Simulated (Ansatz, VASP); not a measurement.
AlRu: VASP beside Ansatz

```
Al Ru
1.0
     3.00408    0.00000    0.00000
     0.00000    3.18433    0.00000
     0.00000    0.00000    3.00408
Al Ru
1 1
Direct
  0.00000 0.00000 0.00000
  0.50000 0.50000 0.50000
```

Change from the starting cell: strain +0.0600 x Voigt [0, 1, 0, 0, 0, 0], atoms carried along.

Alike in both runs: task single point; functional PBE; k mesh 20 × 20 × 20; occupations gaussian, width 0.15 eV; no spin polarisation.

|  | VASP | Ansatz |
| --- | --- | --- |
| version | VASP 6.6.1 | Ansatz 0.2.0 |
| potentials or method | VASP PAW PBE potentials, release 64 (Al, Ru_pv), cutoff 520 eV | scalar-relativistic, plane waves, PAW |
| valence electrons in the cell | 17 | 19 |

VASP gave:

```
gap on the k mesh at the Fermi level (eV)                     : none
pressure (GPa)                                                : -10.2
traceless stress, the component that is largest in VASP (GPa) : -5.30
```

Question: Estimate Ansatz's values.

Answer: gap on the k mesh at the Fermi level (eV): none; pressure (GPa): -10.1; traceless stress, the component that is largest in VASP (GPa): -5.29.

A gap of «none» marks a metal or a gap that the smearing closes. VASP's potentials hold 17 valence electrons a cell and Ansatz's 19, so a difference there can come from the potentials and not from the codes.
